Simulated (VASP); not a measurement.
Input of a VASP 6.6.1 run:

POSCAR

```
Ag
1.0
    0.0000000000      2.0427500000      2.0427500000
    2.0427500000      0.0000000000      2.0427500000
    2.0427500000      2.0427500000      0.0000000000
Ag
1
Direct
    0.0000000000      0.0000000000      0.0000000000
```

Contents of INCAR.step1:

```
ALGO = Normal
EDIFF = 1E-4
ENCUT = 600
GGA = PE
ISMEAR = -1
LASPH = T
LCHARG = F
LREAL = F
LWAVE = T
NELM = 80
PREC = Accurate
SIGMA = 0.1
```

Contents of INCAR.step2:

```
ALGO = Normal
EDIFF = 1E-6
EDIFFG = -0.005
ENCUT = 600
IBRION = 2
ISIF = 3
ISMEAR = -1
ISTART = 1
IVDW = 13
LASPH = T
LCHARG = F
LMIXTAU = T
LREAL = F
LWAVE = F
METAGGA = R2SCAN
NELM = 80
NSW = 80
PREC = Accurate
SIGMA = 0.1
VDW_A1 = 0.51559235
VDW_A2 = 5.77342911
VDW_S6 = 1.0
VDW_S8 = 0.6018749
```

The input KPOINTS:

```
k-points
0
Gamma
  13 13 13
```

Potentials or basis: VASP PAW PBE potentials, release 64 (Ag).

Command:

```console
$ cat potpaw_PBE.64/Ag/POTCAR > POTCAR
$ cp INCAR.step1 INCAR
$ mpirun -np 1 vasp_std > vasp.out
$ cp INCAR.step2 INCAR
$ mpirun -np 1 vasp_std > vasp.out
```

Task: Predict the relaxed volume.

Result: 17.03 Å³/atom.

Task: What does it give for the space group after relaxing (to 0.05 Å)?

Result: Fm-3m (No. 225).

Task: Predict the dispersion energy per atom.

Result: -0.197 eV.

Final structure:
```
Ag
1.0
     0.00000    2.04213    2.04213
     2.04213    0.00000    2.04213
     2.04213    2.04213    0.00000
Ag
1
Direct
  0.00000 0.00000 0.00000
```

Caveat: the PAW data sets were made with another functional, which shifts forces and pressure a little; pairwise dispersion overbinds metals, which lowers pressure and volume.
